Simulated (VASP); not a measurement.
# BaTiO3 (R3m) in VASP: further runs, part 3 of 3

VASP 6.6.1.

## Step 5: Single point, PBE+U (strain +0.015 along x and y, +0.030 along z)

INCAR

```
SYSTEM = BaTiO3
PREC     = Accurate       ! precision mode
ENCUT    = 520            ! plane-wave cutoff, eV
EDIFF    = 1E-6           ! SCF threshold, eV
ISMEAR   = 0              ! smearing method
SIGMA    = 0.05           ! smearing width, eV
LREAL    = .FALSE.        ! projectors in reciprocal space
LASPH    = .TRUE.         ! aspherical terms in the spheres
NELM     = 150            ! most SCF steps
ALGO     = Normal         ! electronic algorithm
ISIF     = 2              ! what is computed and relaxed
LWAVE    = .FALSE.        ! write WAVECAR
LCHARG   = .FALSE.        ! write CHGCAR
LMAXMIX  = 4              ! l up to which the mixer works
LDAU     = .TRUE.         ! DFT+U
LDAUTYPE = 2            
LDAUL    = -1 2 -1        ! shell
LDAUU    = 0 4 0          ! U, eV
LDAUJ    = 0 0 0        
LDAUPRINT= 1            
GGA      = PE             ! functional
NBANDS   = 28             ! bands
```

KPOINTS

```
Automatic mesh
0
G
  6 6 6
  0 0 0
```

POSCAR

```
BaTiO3
1.0
    2.9032776664      1.6762081422      2.4164351857
   -2.9032776664      1.6762081422      2.4164351857
    0.0000000000     -3.3524162845      2.4164351856
Ba Ti O
1 1 3
Direct
    0.0026800181      0.0026800181      0.0026800181
    0.5127992509      0.5127992509      0.5127992509
    0.4903227049      0.4903227049      0.9825753212
    0.4903227049      0.9825753212      0.4903227049
    0.9825753212      0.4903227049      0.4903227049
```

On the command line:

```
> cat potpaw_PBE.64/Ba_sv/POTCAR potpaw_PBE.64/Ti_sv/POTCAR potpaw_PBE.64/O/POTCAR > POTCAR
> mpirun -np 1 vasp_std > vasp.out
```

Wall time 26 s (1 thread of Intel Xeon 6975P-C (Granite Rapids), shared host); peak memory 0.21 GiB.

Results (log left out):

* Free energy: -37.2752 eV
* Pressure: -5.3 GPa
* Largest force: 0.025 eV/Å
* Band gap on the k mesh: 2.46 eV (least direct gap 2.86 eV)

Forces in eV/Å, atoms in the order of the input:
```
Ba   0.000  0.000  0.025
Ti   0.000  0.000  0.012
O    0.000  0.022 -0.012
O    0.019 -0.011 -0.012
O   -0.019 -0.011 -0.012
```

Stress tensor (GPa, compression positive):
```
-4.31  0.00  0.00
 0.00 -4.31  0.00
 0.00  0.00 -7.16
```

Levels at points of the mesh, in eV from the valence-band top:
| k point | band 16 | band 17 | band 18 | band 19 | band 20 | band 21 | band 22 | band 23 | band 24 | band 25 |
| --- | --- | --- | --- | --- | --- | --- | --- | --- | --- | --- |
| (0.00, 0.00, 0.00) | -1.13 | -0.90 | -0.53 | -0.40 | -0.40 | 2.46 | 2.46 | 2.58 | 3.80 | 3.80 |
| (0.50, 0.00, 0.00) | -1.79 | -1.51 | -1.50 | -0.95 | -0.81 | 2.62 | 3.69 | 3.75 | 3.78 | 5.23 |
| (0.50, 0.50, 0.00) | -2.31 | -1.78 | -0.93 | -0.87 | -0.07 | 3.73 | 3.76 | 4.08 | 4.27 | 6.82 |
| (0.50, 0.50, 0.50) | -2.28 | -2.28 | 0.00 | 0.00 | 0.00 | 4.19 | 4.27 | 4.27 | 6.07 | 6.07 |

Eigenvalues of the final occupation matrices:
```
    site  spin  trace               eigenvalues
site 2 d     1   0.78  0.11 0.11 0.11 0.23 0.23
site 2 d     2   0.78  0.11 0.11 0.11 0.23 0.23
```

Caveat: the cell differs from its parent crystal (strain +0.015 along x and y, +0.030 along z); the cell stands under tension; spin-orbit coupling is left out, which moves the levels of the heavy elements.

## Step 6: Single point, PBE+U (strain +0.030 along x and y, +0.015 along z)

INCAR

```
PREC = Accurate
ENCUT = 520
EDIFF = 1E-6
ISMEAR = 0
SIGMA = 0.05
LREAL = F
LASPH = T
NELM = 150
ALGO = Normal
ISIF = 2
LWAVE = F
LCHARG = T
LMAXMIX = 4
LDAU = T
LDAUTYPE = 2
LDAUL = -1 2 -1
LDAUU = 0 4 0
LDAUJ = 0 0 0
LDAUPRINT = 1
GGA = PE
LELF = T
LVHAR = T
NBANDS = 28
```

KPOINTS

```
regular mesh
0
Gamma
  6 6 6
```

POSCAR: that of step 5 with these lines changed.

```diff
@@ -2,5 +2,5 @@
 1.0
-    2.9032776664      1.6762081422      2.4164351857
-   -2.9032776664      1.6762081422      2.4164351857
-    0.0000000000     -3.3524162845      2.4164351856
+    2.9461832477      1.7009796911      2.3812443820
+   -2.9461832477      1.7009796911      2.3812443820
+    0.0000000000     -3.4019593823      2.3812443820
 Ba Ti O
```

Potentials or basis: VASP PAW PBE potentials, release 64 (Ba_sv, Ti_sv, O).

On the command line:

```
> cat potpaw_PBE.64/Ba_sv/POTCAR potpaw_PBE.64/Ti_sv/POTCAR potpaw_PBE.64/O/POTCAR > POTCAR
> mpirun -np 1 vasp_std > vasp.out
```

Run time: 23 s. Hardware: 1 thread of Intel Xeon 6975P-C (Granite Rapids), shared host; peak memory 0.21 GiB.

Results (log left out):

* Free energy: -37.2341 eV
* Pressure: -7.3 GPa
* Largest force: 0.144 eV/Å
* Band gap on the k mesh: 2.40 eV (least direct gap 2.87 eV)

Forces in eV/Å, atoms in the order of the input:
```
Ba   0.000  0.000  0.017
Ti   0.000  0.000  0.058
O    0.000  0.142 -0.025
O    0.123 -0.071 -0.025
O   -0.123 -0.071 -0.025
```

Stress tensor (GPa, compression positive):
```
-8.29  0.00  0.00
 0.00 -8.29  0.00
 0.00  0.00 -5.23
```

Levels at points of the mesh, in eV from the valence-band top:
```tsv
k point	band 17	band 18	band 19	band 20	band 21	band 22	band 23	band 24
(0.00, 0.00, 0.00)	-0.96	-0.48	-0.48	-0.47	2.40	2.40	2.44	3.66
(0.50, 0.00, 0.00)	-1.54	-1.49	-0.90	-0.89	2.53	3.56	3.60	3.69
(0.50, 0.50, 0.00)	-1.82	-0.93	-0.92	-0.09	3.60	3.63	3.96	4.14
(0.50, 0.50, 0.50)	-2.25	-0.03	-0.03	0.00	4.02	4.16	4.16	6.03
```

Eigenvalues of the final occupation matrices:
```
    site  spin  trace               eigenvalues
site 2 d     1   0.77  0.11 0.11 0.11 0.22 0.22
site 2 d     2   0.77  0.11 0.11 0.11 0.22 0.22
```

Caveat: the cell differs from its parent crystal (strain +0.030 along x and y, +0.015 along z); the cell stands under tension; spin-orbit coupling is left out, which moves the levels of the heavy elements. A k mesh can miss the band edges.

## Step 7: Single point, PBE+U (strain +0.030 along x and y, +0.030 along z)

INCAR

```
SYSTEM = BaTiO3
  PREC = Accurate
  ENCUT = 520
  EDIFF = 1E-7
  ISMEAR = 0
  SIGMA = 0.05
  LREAL = .FALSE.
  LASPH = .TRUE.
  NELM = 150
  ALGO = Normal
  ISIF = 2
  LWAVE = .FALSE.
  LCHARG = .FALSE.
  LMAXMIX = 4
  LDAU = .TRUE.
  LDAUTYPE = 2
  LDAUL = -1 2 -1
  LDAUU = 0 4 0
  LDAUJ = 0 0 0
  LDAUPRINT = 1
  GGA = PE
  NBANDS = 28
```

KPOINTS

```
regular mesh
0
G
  6 6 6
  0 0 0
```

POSCAR: that of step 6 with these lines changed.

```diff
@@ -2,5 +2,5 @@
 1.0
-    2.9461832477      1.7009796911      2.3812443820
-   -2.9461832477      1.7009796911      2.3812443820
-    0.0000000000     -3.4019593823      2.3812443820
+    2.9461832477      1.7009796911      2.4164351857
+   -2.9461832477      1.7009796911      2.4164351857
+    0.0000000000     -3.4019593823      2.4164351856
 Ba Ti O
```

On the command line:

```
> cat potpaw_PBE.64/Ba_sv/POTCAR potpaw_PBE.64/Ti_sv/POTCAR potpaw_PBE.64/O/POTCAR > POTCAR
> mpirun -np 1 vasp_std > vasp.out
```

It took 25 s on 1 thread of Intel Xeon 6975P-C (Granite Rapids), shared host; peak memory 0.21 GiB.

It converged, with:

```
Free energy            : -37.1889 eV
Pressure               : -8.9 GPa
Largest force          : 0.226 eV/Å
Band gap on the k mesh : 2.37 eV (least direct gap 2.83 eV)
```

Forces on the atoms (eV/Å):
```
Ba   0.000  0.000  0.037
Ti   0.000  0.000  0.226
O    0.000  0.194 -0.088
O    0.168 -0.097 -0.088
O   -0.168 -0.097 -0.088
```

Stress tensor (GPa, compression positive):
```
-9.01  0.00  0.00
 0.00 -9.01  0.00
 0.00  0.00 -8.72
```

Levels at points of the mesh, in eV from the valence-band top:
```csv
k point,band 16,band 17,band 18,band 19,band 20,band 21,band 22,band 23,band 24,band 25
"(0.00, 0.00, 0.00)",-1.07,-0.90,-0.50,-0.45,-0.45,2.37,2.37,2.45,3.60,3.60
"(0.50, 0.00, 0.00)",-1.74,-1.48,-1.47,-0.90,-0.85,2.51,3.51,3.55,3.62,4.97
"(0.50, 0.50, 0.00)",-2.25,-1.80,-0.93,-0.89,-0.08,3.57,3.57,3.90,4.05,6.53
"(0.50, 0.50, 0.50)",-2.30,-2.28,-0.02,-0.02,0.00,3.98,4.08,4.08,5.94,5.94
```

Eigenvalues of the final occupation matrices:
```tsv
site	spin	trace	eigenvalues
site 2 d	1	0.76	0.10 0.11 0.11 0.22 0.22
site 2 d	2	0.76	0.10 0.11 0.11 0.22 0.22
```

Caveat: the cell differs from its parent crystal (strain +0.030 along x and y, +0.030 along z); the cell stands under tension; spin-orbit coupling is left out, which moves the levels of the heavy elements. A k mesh can miss the band edges.

## Step 8: Summary

```tsv
cell	gap on the mesh (eV)	pressure (GPa)	largest force (eV/Å)
a = 4.113 Å, angles 91.5°, 5 atoms	2.40	-3.4	0.27
a = 4.112 Å, angles 89.8°, 5 atoms	2.50	-3.4	0.17
a = 4.132 Å, angles 90.9°, 5 atoms	2.42	-5.4	0.11
a = 4.133 Å, angles 89.3°, 5 atoms	2.46	-5.3	0.03
a = 4.153 Å, angles 90.4°, 5 atoms	2.40	-7.3	0.14
a = 4.173 Å, angles 89.8°, 5 atoms	2.37	-8.9	0.23
```

Alike in all rows: task single point; level PBE+U; potentials or basis VASP PAW PBE potentials, release 64 (Ba_sv, Ti_sv, O); no spin polarisation; Ti d U = 4.0 eV; k mesh 6 × 6 × 6; cutoff (eV) 520; smearing gaussian 0.05 eV.

Caveats: spin-orbit coupling is left out, which moves the levels of the heavy elements; the cell stands under tension (at least some runs); the stress differs along the axes, from -7 to 3 GPa (at least some runs); the stress differs along the axes, from -7 to -1 GPa (at least some runs).

Absolute energies hang on the potentials; compare differences alone.
